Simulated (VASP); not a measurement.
Here is a VASP 6.6.1 calculation.

Contents of INCAR:

```
SYSTEM = Tl
PREC = Accurate ; ENCUT = 520
EDIFF = 1E-6 ; ISMEAR = -1
SIGMA = 0.1 ; LREAL = .FALSE.
LASPH = .TRUE. ; NELM = 80
ALGO = Normal ; ISIF = 2
LWAVE = .FALSE. ; LCHARG = .FALSE.
GGA = PE ; NBANDS = 20
```

File KPOINTS:

```
regular mesh
0
G
  13 13 13
  0 0 0
```

The input POSCAR:

```
Tl
1.0
    0.0000000000      3.5660074013      3.5660074013
    3.5660074013      0.0000000000      3.5660074013
    3.5660074013      3.5660074013      0.0000000000
Tl
2
Direct
    0.1250000000      0.1250000000      0.1250000000
    0.8750000000      0.8750000000      0.8750000000
```

Potentials or basis: VASP PAW PBE potentials, release 64 (Tl_d).

Command:

```console
$ cat potpaw_PBE.64/Tl_d/POTCAR > POTCAR
$ mpirun -np 1 vasp_std > vasp.out
```

Question: Estimate the band gap on the k mesh.

Answer: Zero (band 13 reaches 4.81 eV, above the bottom of band 14 at 2.06 eV).

Question: Predict the pressure.

Answer: -0.1 GPa.

Caveat: spin-orbit coupling is left out, which moves the levels of the heavy elements.
